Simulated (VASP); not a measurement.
Wanted: the native input for a VASP 6.6.1 run.

| Property | Result |
| --- | --- |
| Task | single point |
| Functional | PBEsol |
| Potentials or basis | VASP PAW PBE potentials, release 64 (Zn) |
| Cutoff | 520 eV |
| k mesh | 24 × 24 × 24 |
| Occupations | gaussian, width 0.15 eV |
| Spin | no spin polarisation |
| Dipole correction | no |
| Further INCAR settings | ALGO = Normal; EDIFF = 1e-06; NBANDS = 12 |

The structure of Zn lies in POSCAR:

```
Zn
1.0
   -1.5690370000      1.5690370000      1.5690370000
    1.5690370000     -1.5690370000      1.5690370000
    1.5690370000      1.5690370000     -1.5690370000
Zn
1
Direct
    0.0000000000      0.0000000000      0.0000000000
```

The input as run:

INCAR

```
  ALGO = Normal
  EDIFF = 1E-6
  ENCUT = 520
  GGA = PS
  ISIF = 2
  ISMEAR = 0
  LASPH = True
  LCHARG = True
  LELF = True
  LREAL = False
  LVHAR = True
  LWAVE = False
  NBANDS = 12
  NELM = 100
  PREC = Accurate
  SIGMA = 0.15
```

KPOINTS

```
k-points
0
Gamma
  24 24 24
```

Potentials or basis: VASP PAW PBE potentials, release 64 (Zn).

The run is started by

```bash
$ cat potpaw_PBE.64/Zn/POTCAR > POTCAR
$ mpirun -np 1 vasp_std > vasp.out
```

It gave:

| Item | Value |
| --- | --- |
| Pressure | -4.8 GPa |
| Band gap on the k mesh | zero (band 6 reaches 7.08 eV, above the bottom of band 7 at 1.91 eV) |

Caveat: the PAW data sets were made with another functional, which shifts forces and pressure a little.

It took 29 s on 1 thread of AMD EPYC 9R45 96-Core Processor (Zen 5), on a shared host, peak memory 0.15 GiB.
